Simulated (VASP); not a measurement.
## GaSb: single point with LDA

The system is GaSb.

```xyz
2
Lattice="-2.8249 2.8249 1.5643 2.8249 -2.8249 1.5643 2.8249 2.8249 -1.5643" Properties=species:S:1:pos:R:3 pbc="T T T"
Ga    2.8249    0.0000    0.7822
Sb    0.0000    0.0000    0.0000
```

```json
{
 "Program": "VASP 6.6.1",
 "Task": "single point",
 "Functional": "LDA",
 "Potentials or basis": "VASP PAW LDA potentials, release 64 (Ga_d, Sb)",
 "Cutoff": "520 eV",
 "k mesh": "16 × 16 × 16",
 "Occupations": "gaussian, width 0.15 eV",
 "Spin": "no spin polarisation"
}
```

```
Pressure               : -5.6 GPa
Band gap on the k mesh : zero (bands 9 and 10 overlap by 4.33 eV)
```

Stress tensor (GPa, compression positive):
```
-6.13  0.00  0.00
 0.00 -6.13  0.00
 0.00  0.00 -4.49
```

Levels at points of the mesh, in eV from the Fermi level:
```
           k point  band 6  band 7  band 8  band 9  band 10  band 11  band 12  band 13
(0.00, 0.00, 0.00)  -11.72   -3.51   -1.91   -1.91     3.41     5.30     6.60     6.60
(0.50, 0.00, 0.00)   -8.07   -5.34   -2.55   -1.22    -1.15     2.55     3.05     4.84
(0.50, 0.50, 0.00)  -10.43   -7.86   -0.18    1.64     1.69     1.99     4.87     6.97
(0.50, 0.50, 0.50)   -9.47   -6.01   -4.75   -4.75     4.00     5.56     9.44     9.44
```

It took 5.7 min on 1 thread of AMD EPYC 7R13 (shared host), peak memory 0.36 GiB.

Caveat: the cell stands under tension; spin-orbit coupling is left out, which moves the levels of the heavy elements.
